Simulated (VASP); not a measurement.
Runs of VASP 6.6.1 on KBr. The structure is that of space group Fm-3m (No. 225), or close to it. The cells are those of the table. 

| level | cell | k mesh | smearing | gap on the mesh (eV) | pressure (GPa) |
| --- | --- | --- | --- | --- | --- |
| PBE | a = 4.670, b = 4.658, c = 4.658 Å, angles 60.2, 59.9, 59.9°, 2 atoms | 6 × 6 × 6 | fermi-dirac 0.02 eV | 4.44 | 0.8 |
| r2SCAN | a = 4.670 Å, angles 60.0°, 2 atoms | 6 × 6 × 6 | gaussian 0.01 eV | 5.07 | 0.0 |
| PBE | a = 4.437 Å, angles 60.0°, 2 atoms | 6 × 6 × 6 | fermi-dirac 0.02 eV | 4.88 | 4.4 |
| PBE | a = 4.681, b = 4.681, c = 4.693 Å, angles 59.9, 59.9, 60.2°, 2 atoms | 4 × 4 × 4 | gaussian 0.01 eV | 4.40 | 0.6 |
| PBE | a = 4.686 Å, angles 59.8°, 2 atoms | 4 × 4 × 4 | gaussian 0.01 eV | 4.41 | 0.6 |
| PBE | a = 4.670 Å, angles 60.0°, 2 atoms | 6 × 6 × 6 | fermi-dirac 0.02 eV | 4.43 | 0.7 |
| PBE | a = 4.681, b = 4.681, c = 4.693 Å, angles 59.9, 59.9, 60.2°, 2 atoms | 6 × 6 × 6 | fermi-dirac 0.02 eV | 4.40 | 0.6 |
| PBE | a = 4.670 Å, angles 60.0°, 2 atoms | 4 × 4 × 4 | gaussian 0.01 eV | 4.43 | 0.7 |
| r2SCAN | a = 4.437 Å, angles 60.0°, 2 atoms | 6 × 6 × 6 | gaussian 0.01 eV | 5.56 | (b) |
| PBE | a = 4.670, b = 4.670, c = 4.740 Å, angles 59.5, 59.5, 59.0°, 2 atoms | 4 × 4 × 4 | gaussian 0.01 eV | (a) | 0.7 |
| PBE | a = 4.670, b = 4.658, c = 4.658 Å, angles 60.2, 59.9, 59.9°, 2 atoms | 4 × 4 × 4 | gaussian 0.01 eV | 4.44 | 0.8 |
| PBE | a = 4.437 Å, angles 60.0°, 2 atoms | 4 × 4 × 4 | gaussian 0.01 eV | 4.88 | 4.4 |

Alike in all rows: task single point; potentials or basis VASP PAW PBE potentials, release 64 (K_sv, Br); no spin polarisation; cutoff (eV) 520.

Problem. Estimate the missing entries.

Solution. (a) 4.39; (b) 3.7.

Caveats: some runs use coarse meshes; the PAW data sets were made with another functional, which shifts forces and pressure a little (at least some runs); the cell stands under pressure (at least some runs).

A k mesh can miss the band edges, and the runs leave out spin-orbit coupling on Br.
